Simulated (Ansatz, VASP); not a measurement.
One calculation of HfSn2Se6, two programs

```
CELL_PARAMETERS angstrom
6.68737 0.00000 0.00000
-3.34368 5.79143 0.00000
0.00000 0.00000 7.09825
ATOMIC_POSITIONS crystal
Hf 0.00000 0.00000 0.00000
Sn 0.66667 0.33333 0.00000
Sn 0.33333 0.66667 0.00000
Se 0.33040 0.33040 0.77654
Se 0.00000 0.66960 0.77654
Se 0.66960 0.00000 0.77654
Se 0.00000 0.33040 0.22346
Se 0.66960 0.66960 0.22346
Se 0.33040 0.00000 0.22346
```

Alike in both runs: task single point; functional PBE; k mesh 3 × 3 × 4; occupations gaussian, width 0.1 eV; no spin polarisation.

```csv
,VASP,Ansatz
version,VASP 6.6.1,Ansatz 0.2.0
potentials or method,"VASP PAW PBE potentials, release 64 (Hf_pv, Sn_d, Se), cutoff 520 eV","scalar-relativistic, plane waves, PAW"
valence electrons in the cell,74,150
```

VASP gave:

| Quantity | Value |
| --- | --- |
| gap on the k mesh at the Fermi level (eV) | 0.57 |
| least direct gap on the mesh (eV) | 0.57 |
| pressure (GPa) | -0.1 |
| rms of the force components (eV/Å) | 0.009 |

**Question.** Which values does Ansatz return?

**Answer.** gap on the k mesh at the Fermi level (eV): 0.57; least direct gap on the mesh (eV): 0.57; pressure (GPa): 0.0; rms of the force components (eV/Å): 0.008.

Atom by atom the forces differ by 0.013 eV/Å (rms over components). The functional is the same, so the differences come from potentials, cutoffs and numerics. VASP's potentials hold 74 valence electrons a cell and Ansatz's 150, so a difference there can come from the potentials and not from the codes.

Neither program's run includes spin-orbit coupling.
